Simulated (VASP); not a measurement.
# Zr2Pd2Se (P6/mmm) in VASP: further runs

Zr2Pd2Se is run at these levels: PBE; tasks: single point.

All numbers are computed with VASP 6.6.1; they aren't measurements. Logs are shortened: lines on timing, memory, paths and dates and some standing lists are left out, and cuts for length are marked.

**1. The cell of the first run**

It takes space group P6/mmm (No. 191, hexagonal). Conventional cell: a = 4.922 Å, b = 4.922 Å, c = 4.247 Å, α = 90.00°, β = 90.00°, γ = 120.00°. Within 2.8 Å of Zr (site symmetry -6m2) lie 2 Pd at 2.12 Å. Pd (site symmetry -6m2) has 2 Zr at 2.12 Å within 2.8 Å. Within 3.7 Å of Se (site symmetry 6/mmm) lie 6 Zr at 2.84 Å and 12 Pd at 3.55 Å.

**2. Single point, PBE**

File INCAR:

```
SYSTEM = Zr2Pd2Se
PREC = Accurate
ENCUT = 520
EDIFF = 1E-7
ISMEAR = 0
SIGMA = 0.1
LREAL = .False.
LASPH = .True.
NELM = 100
ALGO = Normal
ISIF = 2
LWAVE = .False.
LCHARG = .False.
GGA = PE
NBANDS = 33
```

File KPOINTS:

```
regular mesh
0
Gamma
  6 6 4
  0 0 0
```

File POSCAR:

```
Zr2Pd2Se
1.0
    4.9223944900      0.0000000000      0.0000000000
   -2.4611972400      4.2629186700      0.0000000000
    0.0000000000      0.0000000000      4.2467624300
Zr Pd Se
2 2 1
Direct
    0.3333333300      0.6666666700      0.5000000000
    0.6666666700      0.3333333300      0.5000000000
    0.3333333300      0.6666666700      0.0000000000
    0.6666666700      0.3333333300      0.0000000000
    0.0000000000      0.0000000000      0.5000000000
```

Potentials or basis: VASP PAW PBE potentials, release 64 (Zr_sv, Pd, Se).

On the command line:

```sh
cat potpaw_PBE.64/Zr_sv/POTCAR potpaw_PBE.64/Pd/POTCAR potpaw_PBE.64/Se/POTCAR > POTCAR
mpirun -np 1 vasp_std > vasp.out
```

OUTCAR:

```text
SYSTEM = Zr2Pd2Se
   PREC = Accurate
   ENCUT = 520
   EDIFF = 1E-7
   ISMEAR = 0
   LREAL = .False.
   LASPH = .True.
   NELM = 100
   ISIF = 2
   GGA = PE

 ion  position               nearest neighbor table
   1  0.333  0.667  0.500-   3 2.12   3 2.12   2 2.84   5 2.84   2 2.84   5 2.84   5 2.84   2 2.84
                             4 3.55   4 3.55   4 3.55   4 3.55   4 3.55   4 3.55
   2  0.667  0.333  0.500-   4 2.12   4 2.12   1 2.84   5 2.84   1 2.84   5 2.84   5 2.84   1 2.84
                             3 3.55   3 3.55   3 3.55   3 3.55   3 3.55   3 3.55
   3  0.333  0.667  0.000-   1 2.12   1 2.12   4 2.84   4 2.84   4 2.84   2 3.55   2 3.55   2 3.55
                             2 3.55   2 3.55   2 3.55
   4  0.667  0.333  0.000-   2 2.12   2 2.12   3 2.84   3 2.84   3 2.84   1 3.55   1 3.55   1 3.55
                             1 3.55   1 3.55   1 3.55
   5  0.000  0.000  0.500-   1 2.84   2 2.84   1 2.84   2 2.84   2 2.84   1 2.84

  LATTYP: Found a hexagonal cell.
 ALAT       =     4.9223944900
 C/A-ratio  =     0.8627432114

  Lattice vectors:

 A1 = (   4.9223944900,   0.0000000000,   0.0000000000)
 A2 = (  -2.4611972400,   4.2629186700,   0.0000000000)
 A3 = (   0.0000000000,   0.0000000000,   4.2467624300)

Analysis of symmetry for initial positions (statically):
=====================================================================
 Subroutine PRICEL returns:
 Original cell was already a primitive cell.

 Routine SETGRP: Setting up the symmetry group for a
 hexagonal supercell.

 Subroutine GETGRP returns: Found 24 space group operations
 (whereof 24 operations were pure point group operations)
 out of a pool of 24 trial point group operations.

The static configuration has the point symmetry D_6h.

Analysis of symmetry for dynamics (positions and initial velocities):
=====================================================================
 Subroutine PRICEL returns:
 Original cell was already a primitive cell.

 Routine SETGRP: Setting up the symmetry group for a
 hexagonal supercell.

 Subroutine GETGRP returns: Found 24 space group operations
 (whereof 24 operations were pure point group operations)
 out of a pool of 24 trial point group operations.

The dynamic configuration has the point symmetry D_6h.

 Subroutine INISYM returns: Found 24 space group operations
 (whereof 24 operations are pure point group operations),
 and found     1 'primitive' translations

----------------------------------------------------------------------------------------

                                     Primitive cell

  volume of cell :      89.1131

  direct lattice vectors                    reciprocal lattice vectors
     4.922394490  0.000000000  0.000000000     0.203153161  0.117290532  0.000000000
    -2.461197240  4.262918670  0.000000000     0.000000000  0.234581065  0.000000000
     0.000000000  0.000000000  4.246762430     0.000000000  0.000000000  0.235473497

  length of vectors
     4.922394490  4.922394482  4.246762430     0.234581064  0.234581065  0.235473497

  position of ions in fractional coordinates (direct lattice)
     0.333333330  0.666666670  0.500000000
     0.666666670  0.333333330  0.500000000
     0.333333330  0.666666670  0.000000000
     0.666666670  0.333333330  0.000000000
     0.000000000  0.000000000  0.500000000

  ion indices of the primitive-cell ions
   primitive index   ion index
                 1           1
                 2           2
                 3           3
                 4           4
                 5           5

----------------------------------------------------------------------------------------

 KPOINTS: regular mesh

Automatic generation of k-mesh.
 Grid dimensions read from file:
 generate k-points for:    6    6    4

 Generating k-lattice:

  Cartesian coordinates                     Fractional coordinates (reciprocal lattice)
     0.033858860  0.019548422  0.000000000     0.166666667  0.000000000  0.000000000
     0.000000000  0.039096844  0.000000000     0.000000000  0.166666667  0.000000000
     0.000000000  0.000000000  0.058868374     0.000000000  0.000000000  0.250000000

  Length of vectors
     0.039096844  0.039096844  0.058868374

  Shift w.r.t. Gamma in fractional coordinates (k-lattice)
     0.000000000  0.000000000  0.000000000

 Subroutine IBZKPT returns following result:
 ===========================================

 Found     21 irreducible k-points:

 Following reciprocal coordinates:
            Coordinates               Weight
  0.000000  0.000000  0.000000      1.000000
  0.166667  0.000000  0.000000      6.000000
  0.333333  0.000000  0.000000      6.000000
  0.500000  0.000000  0.000000      3.000000
  0.166667  0.166667  0.000000      6.000000
  0.333333  0.166667  0.000000     12.000000
[... 13 lines left out ...]
  0.333333  0.166667  0.500000     12.000000
  0.333333  0.333333  0.500000      2.000000
   k-points           NKPTS =     21   k-points in BZ     NKDIM =     21   number of bands    NBANDS=     33
   number of dos      NEDOS =    301   number of ions     NIONS =      5
   total plane-waves  NPLWV =  51200
   dimension x,y,z NGX =    40 NGY =   40 NGZ =   32
   dimension x,y,z NGXF=    80 NGYF=   80 NGZF=   64
   ions per type =               2   2   1
   NGX,Y,Z   is equivalent  to a cutoff of  13.51, 13.51, 12.53 a.u.
   NGXF,Y,Z  is equivalent  to a cutoff of  27.02, 27.02, 25.05 a.u.
 SYSTEM =  Zr2Pd2Se
   PREC   = accura    normal or accurate (medium, high low for compatibility)
   ISTART =      0    job   : 0-new  1-cont  2-samecut
   ICHARG =      2    charge: 1-file 2-atom 10-const
   ISPIN  =      1    spin polarized calculation?
   LNONCOLLINEAR =      F non collinear calculations
   LSORBIT =      F    spin-orbit coupling
   LASPH  =      T    aspherical Exc in radial PAW
   ENCUT  =  520.0 eV  38.22 Ry    6.18 a.u.   9.15  9.15  7.90*2*pi/ulx,y,z
   NELM   =    100;   NELMIN=  2; NELMDL= -5     # of ELM steps
   EDIFF  = 0.1E-06   stopping-criterion for ELM
   LREAL  =      F    real-space projection
   EDIFFG = 0.1E-05   stopping-criterion for IOM
   NSW    =      0    number of steps for IOM
   IBRION =     -1    ionic relax: 0-MD 1-quasi-New 2-CG
   NFREE  =      0    steps in history (QN), initial steepest desc. (CG)
   ISIF   =      2    stress and relaxation
   ISYM   =      2    0-nonsym 1-usesym 2-fastsym
   POTIM  = 0.5000    time-step for ionic-motion
   TEBEG  =    0.0;   TEEND  =   0.0 temperature during run
   PSTRESS=    0.0 pullay stress
   NELECT =      50.0000    total number of electrons
   NUPDOWN=      -1.0000    fix difference up-down
   EMIN   =  10.00;   EMAX   =-10.00  energy-range for DOS
   EFERMI =   0.00;   METHOD = LEGACY
   ISMEAR =     0;   SIGMA  =   0.10  broadening in eV -4-tet -1-fermi 0-gaus
   EFERMI_NEDOS =   21; number of points for ismear=-14 and -15
   IALGO  =     38    algorithm
   IMIX   =      4    mixing-type and parameters
     AMIX     =   0.40;   BMIX     =  1.00
     AMIX_MAG =   1.60;   BMIX_MAG =  1.00
  volume/ion in A,a.u.               =      17.82       120.27
  Fermi-wavevector in a.u.,A,eV,Ry     =   1.350261  2.551623 24.806203  1.823204
  Thomas-Fermi vector in A             =   2.477780
   LORBIT       =      0    0 simple, 1 ext, 2 COOP (PROOUT), +10 PAW based schemes
   GGA     = PE    functional components
   LHFCALC =     F    Hartree Fock is set to
   AEXX    =    0.0000 exact exchange contribution
   IVDW    =     0    specifies the selected vdW correction
   LEPSILON=     F    determine dielectric tensor
   LRPA    =     F    only Hartree local field effects (RPA)
 non-spin polarized calculation
 Gauss-broadening in eV      SIGMA  =   0.10
  energy-cutoff  :      520.00
  volume of cell :       89.11
 maximum number of plane-waves:      2428
 NGX is ok and might be reduce to    40
   NGX = 19   NGY = 19   NGZ = 15

 number of electron      49.9999996 magnetization

 Free energy of the ion-electron system (eV)
  ---------------------------------------------------
  ext. energy  EPLUGINS =         0.00000000
  ---------------------------------------------------
  free energy    TOTEN  =       -25.29004115 eV

  energy without entropy =      -25.28001768  energy(sigma->0) =      -25.28502941

 E-fermi :   9.9088     XC(G=0): -11.7513

 val. band max:        9.7867926189   @ k =   0.1667   0.1667   0.5000
 cond. band min:       9.9150648378   @ k =   0.3333   0.3333   0.5000
 fundamental gap:      0.1282722190
 Fermi energy:         9.9087551199

 k-point     1 :       0.0000    0.0000    0.0000
  band No.  band energies     occupation
      1     -39.3358      2.00000
      2     -39.0625      2.00000
      3     -17.7966      2.00000
      4     -17.6833      2.00000
      5     -17.6833      2.00000
      6     -17.5442      2.00000
[... 25 lines left out ...]
     32      14.3443      0.00000
     33      14.3443      0.00000

 k-point     2 :       0.1667    0.0000    0.0000
  band No.  band energies     occupation
      1     -39.3200      2.00000
      2     -39.0790      2.00000
      3     -17.7819      2.00000
      4     -17.7101      2.00000
      5     -17.6444      2.00000
      6     -17.5593      2.00000
[... 25 lines left out ...]
     32      14.5798      0.00000
     33      14.6622      0.00000

 k-point     3 :       0.3333    0.0000    0.0000
  band No.  band energies     occupation
      1     -39.2791      2.00000
      2     -39.1213      2.00000
      3     -17.7593      2.00000
      4     -17.7438      2.00000
      5     -17.5982      2.00000
      6     -17.5546      2.00000
[... 25 lines left out ...]
     32      14.2805      0.00000
     33      14.6182      0.00000

 k-point     4 :       0.5000    0.0000    0.0000
  band No.  band energies     occupation
      1     -39.2461      2.00000
      2     -39.1550      2.00000
      3     -17.7821      2.00000
      4     -17.7131      2.00000
      5     -17.6293      2.00000
      6     -17.4997      2.00000
[... 565 lines left out ...]
     32      12.1671      0.00000
     33      12.8566      0.00000

 k-point    20 :       0.3333    0.1667    0.5000
  band No.  band energies     occupation
      1     -39.1458      2.00000
      2     -39.0547      2.00000
      3     -18.4154      2.00000
      4     -18.3290      2.00000
      5     -17.8499      2.00000
      6     -17.4703      2.00000
[... 25 lines left out ...]
     32      12.3879      0.00000
     33      13.6095      0.00000

 k-point    21 :       0.3333    0.3333    0.5000
  band No.  band energies     occupation
      1     -39.1004      2.00000
      2     -39.1004      2.00000
      3     -18.3723      2.00000
      4     -18.3723      2.00000
      5     -17.8847      2.00000
      6     -17.2639      2.00000
[... 25 lines left out ...]
     32      12.8894      0.00000
     33      12.8894      0.00000

------------------------ aborting loop because EDIFF is reached ----------------------------------------

  FORCE on cell =-STRESS in cart. coord.  units (eV):
  Direction    XX          YY          ZZ          XY          YZ          ZX
  --------------------------------------------------------------------------------------
  -------------------------------------------------------------------------------------
  Total        5.2634360      5.2634360     68.6988660      0.0000000     -0.0000000      0.0000000
  in kB       94.6321046     94.6321044   1235.1472074      0.0000001     -0.0000000      0.0000000
  external PRESSURE =     474.8038055 kB  Pullay stress =       0.0000000 kB

 VOLUME and BASIS-vectors are now :
 -----------------------------------------------------------------------------
  energy-cutoff  :      520.00
  volume of cell :       89.11
      direct lattice vectors                 reciprocal lattice vectors
     4.922394490  0.000000000  0.000000000     0.203153161  0.117290532  0.000000000
    -2.461197240  4.262918670  0.000000000     0.000000000  0.234581065  0.000000000
     0.000000000  0.000000000  4.246762430     0.000000000  0.000000000  0.235473497

 POSITION                                       TOTAL-FORCE (eV/Angst)
 -----------------------------------------------------------------------------------
     -0.00000      2.84195      2.12338         0.000000     -0.000000      0.000000
      2.46120      1.42097      2.12338        -0.000000      0.000000     -0.000000
     -0.00000      2.84195      0.00000         0.000000      0.000000      0.000000
      2.46120      1.42097      0.00000        -0.000000      0.000000      0.000000
      0.00000      0.00000      2.12338         0.000000      0.000000      0.000000
 -----------------------------------------------------------------------------------
    total drift:                                0.000000     -0.000000      0.000000

  FREE ENERGIE OF THE ION-ELECTRON SYSTEM (eV)
  ---------------------------------------------------
  free  energy   TOTEN  =       -25.2900411470 eV

  energy  without entropy=      -25.2800176780  energy(sigma->0) =      -25.28502941
```

Run time: 38 s. Hardware: 1 thread of Intel Xeon 6975P-C (Granite Rapids), shared host; peak memory 0.25 GiB.

Results:

| Property | Result |
| --- | --- |
| Free energy | -25.2900 eV |
| Pressure | 47.5 GPa |
| Band gap on the k mesh | zero (band 25 reaches 10.69 eV, above the bottom of band 26 at 8.86 eV) |

Caveat: the k points lie up to 0.37 Å⁻¹ apart.

[end of part 1 of 2]
